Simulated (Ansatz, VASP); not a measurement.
One calculation of Al2Cu, two programs

```xyz
6
Lattice="-2.9672 2.9672 2.3561 2.9672 -2.9672 2.3561 2.9672 2.9672 -2.3561" Properties=species:S:1:pos:R:3 pbc="T T T"
Al    0.9409    3.9081    0.0000
Al    2.0264    0.9409    0.0000
Al    2.0264   -0.9409    2.3561
Al    0.9409    2.0264    2.3561
Cu    0.0000    0.0000    1.1781
Cu    0.0000    0.0000    3.5342
```

Alike in both runs: functional r2SCAN; k mesh 9 × 9 × 9; occupations fermi-dirac, width 0.1 eV; no spin polarisation.

Ansatz relaxed the structure, and its values are those at the end. VASP's run is a single point on that final structure, the one shown.

|  | VASP | Ansatz |
| --- | --- | --- |
| version | VASP 6.6.1 | Ansatz 0.2.0 |
| potentials or method | VASP PAW PBE potentials, release 64 (Al, Cu), cutoff 520 eV | PAW plane waves |
| valence electrons in the cell | 34 | 50 |

```csv
,VASP,Ansatz,Ansatz less VASP
pressure (GPa),4.9,5.1,+0.21
```

VASP's potentials were made for PBE, not for r2SCAN. The functional is the same, so the differences come from potentials, cutoffs and numerics. VASP's potentials hold 34 valence electrons a cell and Ansatz's 50, so a difference there can come from the potentials and not from the codes. Ansatz's warnings: stress scf threshold loose.
